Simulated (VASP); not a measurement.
# RbCl (Fm-3m) in VASP: notebook, part 2 of 2

VASP 6.6.1.

## (3) Electric field gradients, PBEsol (volume scaled by 0.98)

Contents of INCAR:

```
PREC     = Accurate       # precision mode
ENCUT    = 400            # plane-wave cutoff, eV
EDIFF    = 1E-8           # SCF threshold, eV
ISMEAR   = -1             # smearing method
SIGMA    = 0.02           # smearing width, eV
LREAL    = False          # projectors in reciprocal space
LASPH    = True           # aspherical terms in the spheres
NELM     = 120            # most SCF steps
ALGO     = Normal         # electronic algorithm
ISIF     = 2              # what is computed and relaxed
LWAVE    = False          # write WAVECAR
LCHARG   = False          # write CHGCAR
GGA      = PS             # functional
LEFG     = True         
NBANDS   = 15             # bands
GGA_COMPAT= False
```

Contents of KPOINTS:

```
Automatic mesh
0
Gamma
  7 7 7
```

Contents of POSCAR:

```
RbCl
1.0
    0.0000000000      3.2520261836      3.2520261836
    3.2520261836      0.0000000000      3.2520261836
    3.2520261836      3.2520261836      0.0000000000
Rb Cl
1 1
Direct
    0.0000000000      0.0000000000      0.0000000000
    0.5000000000      0.5000000000      0.5000000000
```

Potentials or basis: VASP PAW PBE potentials, release 64 (Rb_sv, Cl).

Run with:

```
cat potpaw_PBE.64/Rb_sv/POTCAR potpaw_PBE.64/Cl/POTCAR > POTCAR
mpirun -np 1 vasp_std > vasp.out
```

OUTCAR:

```text
PREC = Accurate
   ENCUT = 400
   EDIFF = 1E-8
   ISMEAR = -1
   LREAL = False
   LASPH = True
   NELM = 120
   ISIF = 2
   GGA = PS

 ion  position               nearest neighbor table
   1  0.000  0.000  0.000-   2 3.25   2 3.25   2 3.25   2 3.25   2 3.25   2 3.25
   2  0.500  0.500  0.500-   1 3.25   1 3.25   1 3.25   1 3.25   1 3.25   1 3.25

  LATTYP: Found a face centered cubic cell.
 ALAT       =     6.5040523672

  Lattice vectors:

 A1 = (   0.0000000000,   3.2520261836,   3.2520261836)
 A2 = (   3.2520261836,   0.0000000000,   3.2520261836)
 A3 = (   3.2520261836,   3.2520261836,   0.0000000000)

Analysis of symmetry for initial positions (statically):
=====================================================================
 Subroutine PRICEL returns:
 Original cell was already a primitive cell.

 Routine SETGRP: Setting up the symmetry group for a
 face centered cubic supercell.

 Subroutine GETGRP returns: Found 48 space group operations
 (whereof 48 operations were pure point group operations)
 out of a pool of 48 trial point group operations.

The static configuration has the point symmetry O_h .

Analysis of symmetry for dynamics (positions and initial velocities):
=====================================================================
 Subroutine PRICEL returns:
 Original cell was already a primitive cell.

 Routine SETGRP: Setting up the symmetry group for a
 face centered cubic supercell.

 Subroutine GETGRP returns: Found 48 space group operations
 (whereof 48 operations were pure point group operations)
 out of a pool of 48 trial point group operations.
[... 498 lines left out ...]
      4      -9.8312      2.00000
      5      -9.6638      2.00000
      6      -2.3263      2.00000
      7      -2.0786      2.00000
      8      -2.0721      2.00000
      9       5.4820      0.00000
     10       6.1929      0.00000
     11       7.5883      0.00000
     12       7.7428      0.00000
     13       9.5402      0.00000
     14       9.6736      0.00000
     15      10.7603      0.00000

------------------------ aborting loop because EDIFF is reached ----------------------------------------

  FORCE on cell =-STRESS in cart. coord.  units (eV):
  Direction    XX          YY          ZZ          XY          YZ          ZX
  --------------------------------------------------------------------------------------
  -------------------------------------------------------------------------------------
  Total        0.1461993      0.1461993      0.1461993     -0.0000000     -0.0000000      0.0000000
  in kB        3.4053665      3.4053665      3.4053665     -0.0000000     -0.0000000      0.0000000
  external PRESSURE =       3.4053665 kB  Pullay stress =       0.0000000 kB

 VOLUME and BASIS-vectors are now :
 -----------------------------------------------------------------------------
  energy-cutoff  :      400.00
  volume of cell :       68.78
      direct lattice vectors                 reciprocal lattice vectors
     0.000000000  3.252026184  3.252026184    -0.153750300  0.153750300  0.153750300
     3.252026184  0.000000000  3.252026184     0.153750300 -0.153750300  0.153750300
     3.252026184  3.252026184  0.000000000     0.153750300  0.153750300 -0.153750300

 POSITION                                       TOTAL-FORCE (eV/Angst)
 -----------------------------------------------------------------------------------
      0.00000      0.00000      0.00000        -0.000000      0.000000     -0.000000
      3.25203      3.25203      3.25203         0.000000     -0.000000      0.000000
 -----------------------------------------------------------------------------------
    total drift:                                0.000000      0.000000      0.000000

  FREE ENERGIE OF THE ION-ELECTRON SYSTEM (eV)
  ---------------------------------------------------
  free  energy   TOTEN  =        -6.8938472954 eV

  energy  without entropy=       -6.8938472954  energy(sigma->0) =       -6.89384730

 Electric field gradients (V/A^2)
---------------------------------------------------------------------
 ion       V_xx      V_yy      V_zz      V_xy      V_xz      V_yz
---------------------------------------------------------------------
   1      -0.000     0.000     0.000    -0.000    -0.000    -0.000
   2      -0.000    -0.000     0.000    -0.001    -0.001    -0.001
---------------------------------------------------------------------

 Electric field gradients after diagonalization (V/A^2)
 (convention: |V_zz| > |V_xx| > |V_yy|)
----------------------------------------------------------------------
 ion       V_xx      V_yy      V_zz     asymmetry (V_yy - V_xx)/ V_zz
----------------------------------------------------------------------
   1       0.000     0.000    -0.000       0.000
   2       0.001     0.001    -0.001       0.000
----------------------------------------------------------------------

           NMR quadrupolar parameters

 Cq : quadrupolar parameter    Cq=e*Q*V_zz/h
 eta: asymmetry parameters     (V_yy - V_xx)/ V_zz
 Q  : nuclear electric quadrupole moment in mb (millibarn)
----------------------------------------------------------------------
 ion       Cq(MHz)       eta       Q (mb)
----------------------------------------------------------------------
   1      -0.000       0.000       1.000
   2      -0.000       0.000       1.000
----------------------------------------------------------------------
```

It took 30 s on 1 thread of Intel Xeon 8259CL, shared host; peak memory 0.17 GiB.

What came out:

- Free energy: -6.8938 eV
- Pressure: 0.3 GPa
- Band gap on the k mesh: 4.95 eV, direct

Levels at points of the mesh, in eV from the valence-band top:
```
           k point  band 6  band 7  band 8  band 9  band 10  band 11
(0.00, 0.00, 0.00)    0.00    0.00    0.00    4.95     7.92     7.92
```

Caveat: without QUAD_EFG the Cq values of the log hold for a quadrupole moment of 1 mb, not for the nuclei; the PAW data sets were made with another functional, which shifts forces and pressure a little. A k mesh can miss the band edges.
